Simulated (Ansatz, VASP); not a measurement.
## TiC in VASP and in Ansatz

```
Ti C
1.0
     3.04209    0.00000    0.00000
    -1.52104    2.63452    0.00000
     0.00000    0.00000    2.69797
Ti C
1 1
Direct
  0.00000 0.00000 0.50000
  0.33333 0.66667 0.00000
```

Alike in both runs: task single point; functional PBE; k mesh 6 × 6 × 6; occupations fermi-dirac, width 0.05 eV; no spin polarisation.

|  | VASP | Ansatz |
| --- | --- | --- |
| version | VASP 6.6.1 | Ansatz 0.2.0 |
| potentials or method | VASP PAW PBE potentials, release 64 (Ti_sv, C) | Ansatz PAW |
| plane-wave cutoff (eV) | 520 | 420 |
| valence electrons in the cell | 16 | 16 |

Ansatz gave:

```
gap on the k mesh at the Fermi level (eV)                     : 0.25
least direct gap on the mesh (eV)                             : 0.41
pressure (GPa)                                                : 0.0
traceless stress, the component that is largest in VASP (GPa) : -2.54
```

Question: Estimate VASP's values.

Answer: gap on the k mesh at the Fermi level (eV): 0.25; least direct gap on the mesh (eV): 0.41; pressure (GPa): 0.1; traceless stress, the component that is largest in VASP (GPa): -2.53.
